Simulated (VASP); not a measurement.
Here is a VASP 6.6.1 calculation.

File POSCAR:

```
KCl
1.0
    5.3170845390      0.0000000000      0.0000000000
   -2.6585422695      4.6047302849      0.0000000000
    0.0000000000      0.0000000000      6.2488721387
K Cl
2 2
Direct
    0.3333333333      0.6666666667     -0.0625000000
    0.6666666667      0.3333333333      0.4375000000
    0.3333333333      0.6666666667      0.4375000000
    0.6666666667      0.3333333333      0.9375000000
```

INCAR.step1

```
SYSTEM = KCl
  PREC = Accurate
  ENCUT = 520
  ISMEAR = 0
  SIGMA = 0.01
  LREAL = .FALSE.
  LASPH = .TRUE.
  NELM = 60
  NBANDS = 24
  GGA = PE
  ALGO = Normal
  EDIFF = 1E-4
  LWAVE = .TRUE.
  LCHARG = .FALSE.
```

Contents of INCAR.step2:

```
SYSTEM = KCl
  PREC = Accurate
  ENCUT = 520
  EDIFF = 1E-6
  ISMEAR = 0
  SIGMA = 0.01
  LREAL = .FALSE.
  LASPH = .TRUE.
  NELM = 60
  ALGO = Normal
  ISIF = 2
  LWAVE = .FALSE.
  LCHARG = .FALSE.
  METAGGA = R2SCAN
  LMIXTAU = .TRUE.
  NBANDS = 24
  ISTART = 1
```

KPOINTS

```
regular mesh
0
G
  6 6 4
  0 0 0
```

Potentials or basis: VASP PAW PBE potentials, release 64 (K_sv, Cl).

Run with:

```console
$ cat potpaw_PBE.64/K_sv/POTCAR potpaw_PBE.64/Cl/POTCAR > POTCAR
$ cp INCAR.step1 INCAR
$ mpirun -np 1 vasp_std > vasp.out
$ cp INCAR.step2 INCAR
$ mpirun -np 1 vasp_std > vasp.out
```

What does it give for the band gap on the k mesh?

5.37 eV, direct.

What does it give for the pressure?

0.1 GPa.

Stress tensor (GPa, compression positive):
```
 0.17  0.00  0.00
 0.00  0.17  0.00
 0.00  0.00 -0.02
```

Caveat: the cell differs from its parent crystal (epitaxial xy strain -0.5%); the PAW data sets were made with another functional, which shifts forces and pressure a little. A k mesh can miss the band edges.
